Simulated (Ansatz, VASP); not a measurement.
**GaN in VASP and in Ansatz**

Contents of INCAR:

```
PREC = Accurate ; ENCUT = 520
EDIFF = 1E-7 ; ISMEAR = -1
SIGMA = 0.05 ; LREAL = F
LASPH = T ; NELM = 60
ALGO = Normal ; ISIF = 2
LWAVE = F ; LCHARG = F
GGA = B5 ; ALDAX = 1.0
AGGAX = 1.0 ; AGGAC = 1.0
ALDAC = 0.0 ; NBANDS = 16
```

File KPOINTS:

```
regular mesh
0
Gamma
  11 11 11
```

File POSCAR:

```
GaN
1.0
    0.0000000000      2.1352350000      2.1352350000
    2.1352350000      0.0000000000      2.1352350000
    2.1352350000      2.1352350000      0.0000000000
Ga N
1 1
Direct
    0.0000000000      0.0000000000      0.0000000000
    0.5000000000      0.5000000000      0.5000000000
```

The input input.yaml:

```yaml
crystal:
  lattice:
    - [0.0, 2.135235, 2.135235]
    - [2.135235, 0.0, 2.135235]
    - [2.135235, 2.135235, 0.0]
  atoms:
    - { symbol: Ga, position: [0.0, 0.0, 0.0] }
    - { symbol: "N", position: [0.5, 0.5, 0.5] }
hamiltonian:
  xc: blyp
  pseudopotentials: { kind: paw }
kpoints:
  mp_grid: { grid: [11, 11, 11] }
  band_path:
    path:
      - [[0.0, 0.0, 0.0], [0.5, 0.0, 0.5], [0.5, 0.25, 0.75], [0.375, 0.375, 0.75], [0.0, 0.0, 0.0], [0.5, 0.5, 0.5], [0.625, 0.25, 0.625], [0.5, 0.25, 0.75], [0.5, 0.5, 0.5], [0.375, 0.375, 0.75]]
      - [[0.625, 0.25, 0.625], [0.5, 0.0, 0.5]]
    npoints: 14
scf:
  occupations: { method: fermi_dirac, width: 0.05 }
  n_extra_bands: 6
output:
  forces: true
  stress: true
  eigenvalues: true
  fatbands: false
```

Alike in both runs: functional BLYP; k mesh 11 × 11 × 11; occupations fermi-dirac, width 0.05 eV; no spin polarisation.

```csv
,VASP,Ansatz
version,VASP 6.6.1,Ansatz 0.2.0
potentials or method,"VASP PAW PBE potentials, release 64 (Ga_d, N)",Ansatz PAW
plane-wave cutoff (eV),520,420
valence electrons in the cell,18,18
task,single point,band structure
```

VASP gave:

* gap on the k mesh at the Fermi level (eV): 0.46
* least direct gap on the mesh (eV): 2.43
* pressure (GPa): 8.9

Task: Which values does Ansatz return?

Result: gap on the k mesh at the Fermi level (eV): 0.43; least direct gap on the mesh (eV): 2.41; pressure (GPa): 7.7.

VASP's potentials were made for PBE, not for BLYP. With one functional, cell and mesh, what is left measures potentials, basis and numerics.

Noted on Ansatz's run: the k mesh misses the band edges, so the gap on the mesh is wider than the one along the path.
